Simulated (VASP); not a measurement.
# Mo (Im-3m) in VASP: notebook, part 2 of 2

VASP 6.6.1. The steps go on from the part before.

### 5 Relaxation of cell and atoms, PBE, target pressure 45 GPa, at which the enthalpy is minimised

INCAR

```
SYSTEM = Mo
PREC = Accurate ; ENCUT = 600
EDIFF = 1E-6 ; ISMEAR = -1
SIGMA = 0.15 ; LREAL = .False.
LASPH = .True. ; NELM = 100
ALGO = Fast ; ISIF = 3
LWAVE = .False. ; LCHARG = .False.
GGA = PE ; IBRION = 2
NSW = 80 ; EDIFFG = -0.001
PSTRESS = 450.0
```

KPOINTS

```
regular mesh
0
Gamma
  20 20 20
  0 0 0
```

POSCAR

```
Mo
1.0
   -1.5123967955      1.5123967955      1.5123967955
    1.5123967955     -1.5123967955      1.5123967955
    1.5123967955      1.5123967955     -1.5123967955
Mo
1
Direct
    0.0000000000      0.0000000000      0.0000000000
```

Potentials or basis: VASP PAW PBE potentials, release 64 (Mo_sv).

Command:

```
> cat potpaw_PBE.64/Mo_sv/POTCAR > POTCAR
> mpirun -np 1 vasp_std > vasp.out
```

OUTCAR:

```text
SYSTEM = Mo
   PREC = Accurate
   ENCUT = 600
   EDIFF = 1E-6
   ISMEAR = -1
   LREAL = .False.
   LASPH = .True.
   NELM = 100
   ISIF = 3
   GGA = PE
   IBRION = 2
   NSW = 80
   EDIFFG = -0.001
   PSTRESS = 450.0

 ion  position               nearest neighbor table
   1  0.000  0.000  0.000-

  LATTYP: Found a body centered cubic cell.
 ALAT       =     3.0247935910

  Lattice vectors:

 A1 = (  -1.5123967955,   1.5123967955,   1.5123967955)
 A2 = (   1.5123967955,  -1.5123967955,   1.5123967955)
 A3 = (   1.5123967955,   1.5123967955,  -1.5123967955)

Analysis of symmetry for initial positions (statically):
=====================================================================
 Subroutine PRICEL returns:
 Original cell was already a primitive cell.

 Routine SETGRP: Setting up the symmetry group for a
 body centered cubic supercell.

 Subroutine GETGRP returns: Found 48 space group operations
 (whereof 48 operations were pure point group operations)
 out of a pool of 48 trial point group operations.

The static configuration has the point symmetry O_h .

Analysis of symmetry for dynamics (positions and initial velocities):
=====================================================================
 Subroutine PRICEL returns:
 Original cell was already a primitive cell.

 Routine SETGRP: Setting up the symmetry group for a
 body centered cubic supercell.

 Subroutine GETGRP returns: Found 48 space group operations
 (whereof 48 operations were pure point group operations)
 out of a pool of 48 trial point group operations.

The dynamic configuration has the point symmetry O_h .

 Subroutine INISYM returns: Found 48 space group operations
 (whereof 48 operations are pure point group operations),
 and found     1 'primitive' translations

----------------------------------------------------------------------------------------

[... 133 lines left out ...]

 Free energy of the ion-electron system (eV)
  ---------------------------------------------------
  ext. energy  EPLUGINS =         0.00000000
  ---------------------------------------------------
  free energy    TOTEN  =       -10.70446839 eV

  energy without entropy =      -10.65922148  energy(sigma->0) =      -10.68184493

------------------------ aborting loop because EDIFF is reached ----------------------------------------

  FORCE on cell =-STRESS in cart. coord.  units (eV):
  Direction    XX          YY          ZZ          XY          YZ          ZX
  --------------------------------------------------------------------------------------
  -------------------------------------------------------------------------------------
  Total        3.9649103      3.9649103      3.9649103     -0.0000000     -0.0000000      0.0000000
  in kB      459.0782461    459.0782461    459.0782461     -0.0000000     -0.0000000      0.0000000
  external PRESSURE =       9.0782461 kB  Pullay stress =     450.0000000 kB
[... 94 lines left out ...]
  energy  without entropy=      -10.6674932420  energy(sigma->0) =      -10.69013465

  enthalpy is  TOTEN    =        -6.8180424608 eV   P V=        3.8947335932

[... ionic steps 4 to 7 ...]

--------------------------------------- Ionic step        8  -------------------------------------------

 number of electron      14.0000002 magnetization

------------------------ aborting loop because EDIFF is reached ----------------------------------------
[... 69 lines left out ...]
--------------------------------------- Ionic step       10  -------------------------------------------

 number of electron      14.0000002 magnetization

 Free energy of the ion-electron system (eV)
  ---------------------------------------------------
  ext. energy  EPLUGINS =         0.00000000
  ---------------------------------------------------
  free energy    TOTEN  =       -10.71268210 eV

  energy without entropy =      -10.66740358  energy(sigma->0) =      -10.69004284

 E-fermi :  14.6461     XC(G=0): -14.0784

 val. band max:       14.6385377929   @ k =  -0.2500   0.3000   0.1000
 cond. band min:      14.6595350739   @ k =  -0.2500   0.3500   0.1000
 fundamental gap:      0.0209972810
 Fermi energy:        14.6460636102

 k-point     1 :       0.0000    0.0000    0.0000
  band No.  band energies     occupation
      1     -46.7106      2.00000
      2     -19.6391      2.00000
      3     -19.6391      2.00000
      4     -19.6391      2.00000
      5       7.0411      2.00000
      6      13.0038      1.99996
      7      13.0038      1.99996
      8      13.0038      1.99996
      9      16.4992      0.00001
     10      16.4992      0.00001
     11      29.5996      0.00000
[... 309 lines left out ...]
 k-point    24 :       0.2500    0.1000   -0.0000
  band No.  band energies     occupation
      1     -46.4181      2.00000
      2     -21.0210      2.00000
      3     -20.0873      2.00000
      4     -19.7247      2.00000
      5       9.4916      2.00000
      6      11.3615      2.00000
      7      12.8918      1.99998
      8      15.7828      0.00102
      9      17.1418      0.00000
     10      17.6953      0.00000
     11      29.5599      0.00000

 [... further k-points ...]
[... 5 lines left out ...]
  --------------------------------------------------------------------------------------
  -------------------------------------------------------------------------------------
  Total        3.8939546      3.8939546      3.8939546      0.0000000      0.0000000      0.0000000
  in kB      449.9207912    449.9207912    449.9207912      0.0000000      0.0000000      0.0000000
  external PRESSURE =      -0.0792088 kB  Pullay stress =     450.0000000 kB
[... 20 lines left out ...]
  energy  without entropy=      -10.6674035795  energy(sigma->0) =      -10.69004284

  enthalpy is  TOTEN    =        -6.8180419807 eV   P V=        3.8946401213

 reached required accuracy - stopping structural energy minimisation
```

Run time: 62 s. Hardware: 1 thread of Intel Xeon 6975P-C (Granite Rapids), shared host; peak memory 0.17 GiB.

What came out:

- Free energy: -10.7127 eV
- Relaxed volume: 13.87 Å³/atom
- Relaxed cell: a = 2.621 Å, b = 2.621 Å, c = 2.621 Å, α = 109.47°, β = 109.47°, γ = 109.47°
- Space group after relaxing (to 0.1 Å): Im-3m (No. 229)
- Energy change on relaxing (the run minimises the enthalpy): -8.2 meV/atom
- Ionic steps: 10
- Pressure after relaxing: 45.0 GPa
- Band gap on the k mesh: zero (bands 7 and 8 overlap by 6.33 eV)

The path:
```csv
step,energy change (eV),largest force (eV/Å),pressure (GPa),volume (Å³)
1,0.0000,0.0000,45.91,13.84
2,-0.0427,0.0000,40.96,14.00
3,-0.0083,0.0000,45.18,13.87
4,-0.0098,0.0000,44.83,13.87
5,-0.0091,0.0000,44.87,13.87
6,-0.0087,0.0000,44.92,13.87
7,-0.0085,0.0000,44.89,13.87
8,-0.0039,0.0000,45.48,13.85
9,-0.0076,0.0000,45.23,13.86
10,-0.0082,0.0000,44.99,13.87
```

Final structure:
```
Mo
1.0
    -1.51345    1.51345    1.51345
     1.51345   -1.51345    1.51345
     1.51345    1.51345   -1.51345
Mo
1
Cartesian
  0.0000 0.0000 0.0000
```

Levels at points of the mesh, in eV from the Fermi level:
```csv
k point,band 4,band 5,band 6,band 7,band 8,band 9,band 10,band 11
"(0.00, 0.00, 0.00)",-34.29,-7.60,-1.64,-1.64,-1.64,1.85,1.85,14.95
"(0.50, 0.00, 0.00)",-34.31,-6.11,-4.04,1.97,2.15,2.70,5.63,12.16
"(0.50, 0.50, 0.50)",-35.66,-6.46,-6.46,4.69,4.69,4.69,10.05,10.05
```

Caveat: the cell is relaxed towards a set pressure, so the run minimises the enthalpy, not the energy.

### 6 Summary

```csv
task,cell,k mesh,cutoff (eV),smearing,gap on the mesh (eV),pressure (GPa)
single point,"a = 2.620 Å, angles 109.5°, 1 atom",20 × 20 × 20,520,fermi-dirac 0.15 eV,none,45.9
relaxation of cell and atoms,"relaxed to 45 GPa from a = 2.725 Å, angles 109.5°, 1 atom",18 × 18 × 18,600,gaussian 0.1 eV,none,45.0
relaxation of cell and atoms,"relaxed to 45 GPa from a = 2.620 Å, angles 109.5°, 1 atom",20 × 20 × 20,600,gaussian 0.1 eV,none,45.0
relaxation of cell and atoms,"relaxed to 45 GPa from a = 2.620 Å, angles 109.5°, 1 atom",20 × 20 × 20,600,fermi-dirac 0.15 eV,none,45.0
```

Alike in all rows: level PBE; potentials or basis VASP PAW PBE potentials, release 64 (Mo_sv); no spin polarisation.

Caveats: the cell is relaxed towards a set pressure, so the run minimises the enthalpy, not the energy (at least some runs); the cell stands under pressure (at least some runs).

Absolute energies hang on the potentials; compare differences alone.
